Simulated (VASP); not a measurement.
# Ca (Fd-3m) in VASP: further runs

Ca is run at these levels: BLYP; tasks: single point.

Program: VASP 6.6.1. These are calculated values, not measurements. Logs are shortened: lines on timing, memory, paths and dates and some standing lists are left out, and cuts for length are marked.

**1. The cell of the first run**

The structure is cubic, space group Fd-3m (No. 227). Conventional cell: a = 8.911 Å, b = 8.911 Å, c = 8.911 Å, α = 90.00°, β = 90.00°, γ = 90.00°. Within 5.1 Å of Ca (site symmetry -43m) lie 4 Ca at 3.86 Å.

**2. Single point, BLYP (volume scaled by 0.96)**

Input file INCAR:

```
SYSTEM = Ca
  PREC = Accurate
  ENCUT = 520
  EDIFF = 1E-6
  ISMEAR = -1
  SIGMA = 0.1
  LREAL = .FALSE.
  LASPH = .TRUE.
  NELM = 100
  ALGO = Normal
  ISIF = 2
  LWAVE = .FALSE.
  LCHARG = .FALSE.
  GGA = B5
  ALDAX = 1.0
  AGGAX = 1.0
  AGGAC = 1.0
  ALDAC = 0.0
  NBANDS = 17
```

Input file KPOINTS:

```
Automatic mesh
0
G
  7 7 7
  0 0 0
```

Input file POSCAR:

```
Ca
1.0
    0.0000000000      4.4556177275      4.4556177275
    4.4556177275      0.0000000000      4.4556177275
    4.4556177275      4.4556177275      0.0000000000
Ca
2
Direct
    0.1250000000      0.1250000000      0.1250000000
    0.8750000000      0.8750000000      0.8750000000
```

Potentials or basis: VASP PAW PBE potentials, release 64 (Ca_sv).

Started as:

```console
cat potpaw_PBE.64/Ca_sv/POTCAR > POTCAR
mpirun -np 1 vasp_std > vasp.out
```

OUTCAR:

```text
SYSTEM = Ca
   PREC = Accurate
   ENCUT = 520
   EDIFF = 1E-6
   ISMEAR = -1
   LREAL = .FALSE.
   LASPH = .TRUE.
   NELM = 100
   ISIF = 2
   GGA = B5

 ion  position               nearest neighbor table
   1  0.125  0.125  0.125-
   2  0.875  0.875  0.875-

  LATTYP: Found a face centered cubic cell.
 ALAT       =     8.9112354550

  Lattice vectors:

 A1 = (   0.0000000000,   4.4556177275,   4.4556177275)
 A2 = (   4.4556177275,   0.0000000000,   4.4556177275)
 A3 = (   4.4556177275,   4.4556177275,   0.0000000000)

Analysis of symmetry for initial positions (statically):
=====================================================================
 Subroutine PRICEL returns:
 Original cell was already a primitive cell.

 Routine SETGRP: Setting up the symmetry group for a
 face centered cubic supercell.

 Subroutine GETGRP returns: Found 48 space group operations
 (whereof 12 operations were pure point group operations)
 out of a pool of 48 trial point group operations.

The static configuration has the point symmetry D_3d.
 The point group associated with its full space group is O_h .

Analysis of symmetry for dynamics (positions and initial velocities):
=====================================================================
 Subroutine PRICEL returns:
 Original cell was already a primitive cell.

 Routine SETGRP: Setting up the symmetry group for a
 face centered cubic supercell.

 Subroutine GETGRP returns: Found 48 space group operations
 (whereof 12 operations were pure point group operations)
 out of a pool of 48 trial point group operations.

The dynamic configuration has the point symmetry D_3d.
 The point group associated with its full space group is O_h .

 Subroutine INISYM returns: Found 48 space group operations
 (whereof 12 operations are pure point group operations),
 and found     1 'primitive' translations

----------------------------------------------------------------------------------------

                                     Primitive cell

  volume of cell :     176.9106

  direct lattice vectors                    reciprocal lattice vectors
     0.000000000  4.455617727  4.455617727    -0.112217886  0.112217886  0.112217886
     4.455617727  0.000000000  4.455617727     0.112217886 -0.112217886  0.112217886
     4.455617727  4.455617727  0.000000000     0.112217886  0.112217886 -0.112217886

  length of vectors
     6.301195019  6.301195019  6.301195019     0.194367079  0.194367079  0.194367079

  position of ions in fractional coordinates (direct lattice)
     0.125000000  0.125000000  0.125000000
     0.875000000  0.875000000  0.875000000

  ion indices of the primitive-cell ions
   primitive index   ion index
                 1           1
                 2           2

----------------------------------------------------------------------------------------

 KPOINTS: Automatic mesh

Automatic generation of k-mesh.
 Grid dimensions read from file:
 generate k-points for:    7    7    7

 Generating k-lattice:

  Cartesian coordinates                     Fractional coordinates (reciprocal lattice)
    -0.016031127  0.016031127  0.016031127     0.142857143  0.000000000  0.000000000
     0.016031127 -0.016031127  0.016031127     0.000000000  0.142857143  0.000000000
     0.016031127  0.016031127 -0.016031127     0.000000000  0.000000000  0.142857143

  Length of vectors
     0.027766726  0.027766726  0.027766726

  Shift w.r.t. Gamma in fractional coordinates (k-lattice)
     0.000000000  0.000000000  0.000000000

 Subroutine IBZKPT returns following result:
 ===========================================

 Found     20 irreducible k-points:

 Following reciprocal coordinates:
            Coordinates               Weight
  0.000000  0.000000  0.000000      1.000000
  0.142857  0.000000  0.000000      8.000000
  0.285714  0.000000  0.000000      8.000000
  0.428571  0.000000  0.000000      8.000000
  0.142857  0.142857  0.000000      6.000000
  0.285714  0.142857  0.000000     24.000000
[... 12 lines left out ...]
 -0.428571  0.428571  0.142857     24.000000
 -0.285714  0.428571  0.142857     24.000000
   k-points           NKPTS =     20   k-points in BZ     NKDIM =     20   number of bands    NBANDS=     17
   number of dos      NEDOS =    301   number of ions     NIONS =      2
   total plane-waves  NPLWV = 110592
   dimension x,y,z NGX =    48 NGY =   48 NGZ =   48
   dimension x,y,z NGXF=    96 NGYF=   96 NGZF=   96
   ions per type =               2
   NGX,Y,Z   is equivalent  to a cutoff of  12.66, 12.66, 12.66 a.u.
   NGXF,Y,Z  is equivalent  to a cutoff of  25.33, 25.33, 25.33 a.u.
 SYSTEM =  Ca
   PREC   = accura    normal or accurate (medium, high low for compatibility)
   ISTART =      0    job   : 0-new  1-cont  2-samecut
   ICHARG =      2    charge: 1-file 2-atom 10-const
   ISPIN  =      1    spin polarized calculation?
   LNONCOLLINEAR =      F non collinear calculations
   LSORBIT =      F    spin-orbit coupling
[... 96 lines left out ...]
      2     -42.9226      2.00000
      3     -24.0270      2.00000
      4     -24.0270      2.00000
      5     -24.0205      2.00000
      6     -23.9838      2.00000
[... 9 lines left out ...]
     16       1.6795      0.00000
     17       1.6796      0.00000

 k-point     5 :       0.1429    0.1429    0.0000
  band No.  band energies     occupation
      1     -42.9302      2.00000
      2     -42.9207      2.00000
      3     -24.0251      2.00000
      4     -24.0251      2.00000
      5     -24.0214      2.00000
      6     -23.9826      2.00000
[... 9 lines left out ...]
     16       1.4393      0.00001
     17       1.4393      0.00001

 k-point     6 :       0.2857    0.1429    0.0000
  band No.  band energies     occupation
      1     -42.9294      2.00000
      2     -42.9215      2.00000
      3     -24.0267      2.00000
      4     -24.0267      2.00000
      5     -24.0192      2.00000
      6     -23.9849      2.00000
[... 9 lines left out ...]
     16       1.4739      0.00001
     17       1.5052      0.00000

 k-point     7 :       0.4286    0.1429    0.0000
  band No.  band energies     occupation
      1     -42.9283      2.00000
      2     -42.9227      2.00000
      3     -24.0285      2.00000
      4     -24.0278      2.00000
      5     -24.0171      2.00000
      6     -23.9871      2.00000
[... 9 lines left out ...]
     16       1.5953      0.00000
     17       1.6762      0.00000

 k-point     8 :      -0.4286    0.1429    0.0000
  band No.  band energies     occupation
      1     -42.9278      2.00000
      2     -42.9231      2.00000
      3     -24.0294      2.00000
      4     -24.0277      2.00000
      5     -24.0166      2.00000
      6     -23.9876      2.00000
[... 9 lines left out ...]
     16       1.6627      0.00000
     17       1.7563      0.00000
[... 123 lines left out ...]
      1     -42.9267      2.00000
      2     -42.9243      2.00000
      3     -24.0306      2.00000
      4     -24.0306      2.00000
      5     -24.0070      2.00000
      6     -23.9974      2.00000
[... 9 lines left out ...]
     16       1.5299      0.00000
     17       1.5641      0.00000

 k-point    16 :      -0.4286    0.4286    0.0000
  band No.  band energies     occupation
      1     -42.9257      2.00000
      2     -42.9252      2.00000
      3     -24.0313      2.00000
      4     -24.0306      2.00000
      5     -24.0039      2.00000
      6     -24.0004      2.00000
[... 9 lines left out ...]
     16       1.6037      0.00000
     17       1.7102      0.00000

 k-point    17 :       0.4286    0.2857    0.1429
  band No.  band energies     occupation
      1     -42.9284      2.00000
      2     -42.9225      2.00000
      3     -24.0292      2.00000
      4     -24.0277      2.00000
      5     -24.0157      2.00000
      6     -23.9885      2.00000
[... 9 lines left out ...]
     16       1.4851      0.00001
     17       1.6634      0.00000

 k-point    18 :      -0.4286    0.2857    0.1429
  band No.  band energies     occupation
      1     -42.9273      2.00000
      2     -42.9236      2.00000
      3     -24.0306      2.00000
      4     -24.0288      2.00000
      5     -24.0123      2.00000
      6     -23.9920      2.00000
[... 9 lines left out ...]
     16       1.5616      0.00000
     17       1.8352      0.00000

 k-point    19 :      -0.4286    0.4286    0.1429
  band No.  band energies     occupation
      1     -42.9265      2.00000
      2     -42.9244      2.00000
      3     -24.0309      2.00000
      4     -24.0304      2.00000
      5     -24.0070      2.00000
      6     -23.9973      2.00000
[... 9 lines left out ...]
     16       1.4632      0.00001
     17       1.8935      0.00000

 k-point    20 :      -0.2857    0.4286    0.1429
  band No.  band energies     occupation
      1     -42.9262      2.00000
      2     -42.9247      2.00000
      3     -24.0314      2.00000
      4     -24.0301      2.00000
      5     -24.0063      2.00000
      6     -23.9979      2.00000
[... 9 lines left out ...]
     16       1.4798      0.00001
     17       1.9299      0.00000

------------------------ aborting loop because EDIFF is reached ----------------------------------------

  FORCE on cell =-STRESS in cart. coord.  units (eV):
  Direction    XX          YY          ZZ          XY          YZ          ZX
  --------------------------------------------------------------------------------------
  -------------------------------------------------------------------------------------
  Total        0.1547741      0.1547741      0.1547741      0.0000000      0.0000000      0.0000000
  in kB        1.4016998      1.4016998      1.4016998      0.0000000      0.0000000      0.0000000
  external PRESSURE =       1.4016998 kB  Pullay stress =       0.0000000 kB

 VOLUME and BASIS-vectors are now :
 -----------------------------------------------------------------------------
  energy-cutoff  :      520.00
  volume of cell :      176.91
      direct lattice vectors                 reciprocal lattice vectors
     0.000000000  4.455617727  4.455617727    -0.112217886  0.112217886  0.112217886
     4.455617727  0.000000000  4.455617727     0.112217886 -0.112217886  0.112217886
     4.455617727  4.455617727  0.000000000     0.112217886  0.112217886 -0.112217886

 POSITION                                       TOTAL-FORCE (eV/Angst)
 -----------------------------------------------------------------------------------
      1.11390      1.11390      1.11390        -0.000000     -0.000000     -0.000000
      7.79733      7.79733      7.79733         0.000000      0.000000      0.000000
 -----------------------------------------------------------------------------------
    total drift:                                0.000000      0.000000      0.000000

  FREE ENERGIE OF THE ION-ELECTRON SYSTEM (eV)
  ---------------------------------------------------
  free  energy   TOTEN  =        -1.0263093488 eV

  energy  without entropy=       -0.9204339505  energy(sigma->0) =       -0.97337165
```

Wall time 53 s (1 thread of Intel Xeon Platinum 8488C (Sapphire Rapids), shared host); peak memory 0.31 GiB.

What came out:

```yaml
Free_energy: -1.0263 eV
Pressure: 0.1 GPa
Band_gap_on_the_k_mesh: zero (band 10 reaches 0.68 eV, above the bottom of band 11 at 0.22 eV)
```

Caveat: the cell differs from its parent crystal (volume scaled by 0.96); the PAW data sets were made with another functional, which shifts forces and pressure a little.

**3. Single point, BLYP**

This run uses another cell than the first one, of 92.14 Å³/atom, 1.042 times its volume.

Input file INCAR:

```
SYSTEM = Ca
AGGAC    = 1.0          
AGGAX    = 1.0          
ALDAC    = 0.0          
ALDAX    = 1.0          
ALGO     = Normal         ! electronic algorithm
EDIFF    = 1E-6           ! SCF threshold, eV
ENCUT    = 520            ! plane-wave cutoff, eV
GGA      = B5             ! functional
ISIF     = 2              ! what is computed and relaxed
ISMEAR   = -1             ! smearing method
LASPH    = .True.         ! aspherical terms in the spheres
LCHARG   = .True.         ! write CHGCAR
LELF     = .True.         ! ELF
LREAL    = .False.        ! projectors in reciprocal space
LVHAR    = .True.       
LWAVE    = .False.        ! write WAVECAR
NBANDS   = 17             ! bands
NELM     = 80             ! most SCF steps
PREC     = Accurate       ! precision mode
SIGMA    = 0.1            ! smearing width, eV
```

Input file KPOINTS:

```
k-points
0
Gamma
  7 7 7
  0 0 0
```

Input file POSCAR:

```
Ca
1.0
    0.0000000000      4.5166611723      4.5166611723
    4.5166611723      0.0000000000      4.5166611723
    4.5166611723      4.5166611723      0.0000000000
Ca
2
Direct
    0.1250000000      0.1250000000      0.1250000000
    0.8750000000      0.8750000000      0.8750000000
```

Potentials or basis: VASP PAW PBE potentials, release 64 (Ca_sv).

Started as:

```console
cat potpaw_PBE.64/Ca_sv/POTCAR > POTCAR
mpirun -np 1 vasp_std > vasp.out
```

Wall time 61 s (1 thread of Intel Xeon Platinum 8488C (Sapphire Rapids), shared host); peak memory 0.32 GiB.

It converged, with:

```yaml
Free_energy: -1.0299 eV
Pressure: 0.0 GPa
Band_gap_on_the_k_mesh: zero (band 10 reaches 0.59 eV, above the bottom of band 11 at 0.16 eV)
```

Levels at points of the mesh, in eV from the Fermi level:
```csv
k point,band 7,band 8,band 9,band 10,band 11,band 12,band 13,band 14
"(0.00, 0.00, 0.00)",-24.24,-24.24,-2.83,0.46,0.46,0.46,0.74,0.74
```

Caveat: the PAW data sets were made with another functional, which shifts forces and pressure a little.

**4. Single point, BLYP (volume scaled by 1.04)**

Input file INCAR:

```
PREC = Accurate ; ENCUT = 520
EDIFF = 1E-6 ; ISMEAR = -1
SIGMA = 0.1 ; LREAL = F
LASPH = T ; NELM = 80
ALGO = Normal ; ISIF = 2
LWAVE = F ; LCHARG = F
GGA = B5 ; ALDAX = 1.0
AGGAX = 1.0 ; AGGAC = 1.0
ALDAC = 0.0 ; NBANDS = 17
```

Input file KPOINTS:

```
regular mesh
0
Gamma
  7 7 7
```

Input file POSCAR:

```
Ca
1.0
    0.0000000000      4.5760977405      4.5760977405
    4.5760977405      0.0000000000      4.5760977405
    4.5760977405      4.5760977405      0.0000000000
Ca
2
Direct
    0.1250000000      0.1250000000      0.1250000000
    0.8750000000      0.8750000000      0.8750000000
```

Started as:

```console
cat potpaw_PBE.64/Ca_sv/POTCAR > POTCAR
mpirun -np 1 vasp_std > vasp.out
```

Run time: 61 s. Hardware: 1 thread of Intel Xeon Platinum 8488C (Sapphire Rapids), shared host; peak memory 0.32 GiB.

The run converged. Its results:

| Quantity | Value |
| --- | --- |
| Free energy | -1.0274 eV |
| Pressure | -0.1 GPa |
| Band gap on the k mesh | zero (band 10 reaches 0.50 eV, above the bottom of band 11 at 0.11 eV) |

Levels at points of the mesh, in eV from the Fermi level:
```csv
k point,band 7,band 8,band 9,band 10,band 11,band 12,band 13,band 14
"(0.00, 0.00, 0.00)",-24.29,-24.29,-2.78,0.45,0.45,0.45,0.74,0.74
```

Caveat: the cell differs from its parent crystal (volume scaled by 1.04); the PAW data sets were made with another functional, which shifts forces and pressure a little.

**5. Single point, BLYP (volume scaled by 1.08)**

Input file INCAR:

```
SYSTEM = Ca
PREC = Accurate
ENCUT = 520
EDIFF = 1E-6
ISMEAR = -1
SIGMA = 0.1
LREAL = .False.
LASPH = .True.
NELM = 100
ALGO = Normal
ISIF = 2
LWAVE = .False.
LCHARG = .False.
GGA = B5
ALDAX = 1.0
AGGAX = 1.0
AGGAC = 1.0
ALDAC = 0.0
NBANDS = 17
```

Input file KPOINTS:

```
Automatic mesh
0
Gamma
  7 7 7
  0 0 0
```

Input file POSCAR:

```
Ca
1.0
    0.0000000000      4.6340291783      4.6340291783
    4.6340291783      0.0000000000      4.6340291783
    4.6340291783      4.6340291783      0.0000000000
Ca
2
Direct
    0.1250000000      0.1250000000      0.1250000000
    0.8750000000      0.8750000000      0.8750000000
```

Started as:

```console
cat potpaw_PBE.64/Ca_sv/POTCAR > POTCAR
mpirun -np 1 vasp_std > vasp.out
```

Run time: 72 s. Hardware: 1 thread of Intel Xeon Platinum 8488C (Sapphire Rapids), shared host; peak memory 0.35 GiB.

It converged, with:

```yaml
Free_energy: -1.0198 eV
Pressure: -0.2 GPa
Band_gap_on_the_k_mesh: zero (band 10 reaches 0.42 eV, above the bottom of band 11 at 0.05 eV)
```

Levels at points of the mesh, in eV from the Fermi level:
| k point | band 8 | band 9 | band 10 | band 11 | band 12 | band 13 |
| --- | --- | --- | --- | --- | --- | --- |
| (0.00, 0.00, 0.00) | -24.33 | -2.74 | 0.44 | 0.44 | 0.44 | 0.74 |

Caveat: the cell differs from its parent crystal (volume scaled by 1.08); the PAW data sets were made with another functional, which shifts forces and pressure a little.

**6. Single point, BLYP (volume scaled by 1.12)**

Input file INCAR:

```
PREC = Accurate ; ENCUT = 520
EDIFF = 1E-6 ; ISMEAR = -1
SIGMA = 0.1 ; LREAL = False
LASPH = True ; NELM = 60
ALGO = Normal ; ISIF = 2
LWAVE = False ; LCHARG = True
GGA = B5 ; ALDAX = 1.0
AGGAX = 1.0 ; AGGAC = 1.0
ALDAC = 0.0 ; LELF = True
LVHAR = True ; NBANDS = 17
```

Input file KPOINTS:

```
Automatic mesh
0
Gamma
  7 7 7
```

Input file POSCAR:

```
Ca
1.0
    0.0000000000      4.6905472994      4.6905472994
    4.6905472994      0.0000000000      4.6905472994
    4.6905472994      4.6905472994      0.0000000000
Ca
2
Direct
    0.1250000000      0.1250000000      0.1250000000
    0.8750000000      0.8750000000      0.8750000000
```

Potentials or basis: VASP PAW PBE potentials, release 64 (Ca_sv).

Started as:

```console
cat potpaw_PBE.64/Ca_sv/POTCAR > POTCAR
mpirun -np 1 vasp_std > vasp.out
```

Wall time 74 s (1 thread of Intel Xeon Platinum 8488C (Sapphire Rapids), shared host); peak memory 0.35 GiB.

The run converged. Its results:

* Free energy: -1.0080 eV
* Pressure: -0.3 GPa
* Band gap on the k mesh: zero (band 10 reaches 0.35 eV, above the bottom of band 11 at 0.00 eV)

Levels at points of the mesh, in eV from the Fermi level:
```
           k point  band 6  band 7  band 8  band 9  band 10  band 11  band 12  band 13  band 14  band 15
(0.00, 0.00, 0.00)  -24.38  -24.38  -24.38   -2.69     0.43     0.43     0.43     0.73     0.73     1.12
```

Caveat: the cell differs from its parent crystal (volume scaled by 1.12); the PAW data sets were made with another functional, which shifts forces and pressure a little.

**7. The runs side by side**

```tsv
cell	gap on the mesh (eV)	pressure (GPa)
a = 6.301 Å, angles 60.0°, 2 atoms	none	0.1
a = 6.388 Å, angles 60.0°, 2 atoms	none	0.0
a = 6.472 Å, angles 60.0°, 2 atoms	none	-0.1
a = 6.554 Å, angles 60.0°, 2 atoms	none	-0.2
a = 6.633 Å, angles 60.0°, 2 atoms	none	-0.3
```

Alike in all rows: task single point; level BLYP; potentials or basis VASP PAW PBE potentials, release 64 (Ca_sv); no spin polarisation; k mesh 7 × 7 × 7; cutoff (eV) 520; smearing fermi-dirac 0.1 eV.

Caveats: the PAW data sets were made with another functional, which shifts forces and pressure a little.

Absolute energies hang on the potentials; compare differences alone.
